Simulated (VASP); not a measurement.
Input of a VASP 6.6.1 run:

The input INCAR:

```
SYSTEM = MgO
PREC = Accurate
ENCUT = 520
EDIFF = 1E-6
ISMEAR = 0
SIGMA = 0.05
LREAL = .False.
LASPH = .True.
NELM = 80
ALGO = Normal
ISIF = 2
LWAVE = .False.
LCHARG = .False.
GGA = CA
NBANDS = 16
```

KPOINTS

```
regular mesh
0
Gamma
  6 6 6
  0 0 0
```

POSCAR

```
MgO
1.0
    3.4863778627      0.0000000000      0.0000000000
   -1.7431889314      3.0192917963      0.0000000000
    0.0000000000      0.0000000000      4.1780412200
Mg O
2 2
Direct
    0.6746646169      0.3391882393      0.7500000000
    0.3413312836      0.6725215726      0.2500000000
    0.6666666667      0.3333333333      0.2500000000
    0.3333333333      0.6666666667      0.7500000000
```

Potentials or basis: VASP PAW LDA potentials, release 64 (Mg, O).

The run is started by

```sh
$ cat potpaw_LDA.64/Mg/POTCAR potpaw_LDA.64/O/POTCAR > POTCAR
$ mpirun -np 1 vasp_std > vasp.out
```

Problem. Predict the largest force.

Solution. 0.221 eV/Å.

Problem. Predict the band gap on the k mesh.

Solution. 3.33 eV, direct.

Problem. Estimate the pressure.

Solution. -5.7 GPa.

Stress tensor (GPa, compression positive):
```
-5.64  0.04  0.00
 0.04 -5.64  0.00
 0.00  0.00 -5.79
```

Caveat: the cell differs from its parent crystal (all Mg atoms moved +0.025 Å, as atom 1 along Cartesian [1 1 0]).
